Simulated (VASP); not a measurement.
GaAs: single point with PBEsol

GaAs:

```
Ga As
1.0
     0.00000    2.82898    2.82898
     2.82898    0.00000    2.82898
     2.82898    2.82898    0.00000
Ga As
1 1
Cartesian
  0.0000 0.0000 0.0000
  4.2435 4.2435 4.2435
```

- Program: VASP 6.6.1
- Task: single point
- Functional: PBEsol
- Potentials or basis: VASP PAW PBE potentials, release 64 (Ga_d, As)
- Cutoff: 520 eV
- k mesh: 10 × 10 × 10
- Occupations: gaussian, width 0.01 eV
- Spin: no spin polarisation
- Dipole correction: no
- Further INCAR settings: ALGO = Normal; EDIFF = 1e-07; NBANDS = 16

```yaml
Pressure: 0.2 GPa
Band_gap_on_the_k_mesh: 0.44 eV
```

Levels at points of the mesh, in eV from the valence-band top:
```
           k point  band 7  band 8  band 9  band 10  band 11  band 12
(0.00, 0.00, 0.00)    0.00    0.00    0.00     0.44     3.69     3.69
(0.50, 0.00, 0.00)   -6.67   -1.14   -1.14     0.92     4.58     4.58
(0.50, 0.50, 0.00)   -6.84   -2.69   -2.69     1.35     1.57    10.11
```

It took 52 s on 1 thread of Intel Xeon 8259CL, with other jobs on the host, peak memory 0.19 GiB.

Caveat: the PAW data sets were made with another functional, which shifts forces and pressure a little. A k mesh can miss the band edges.
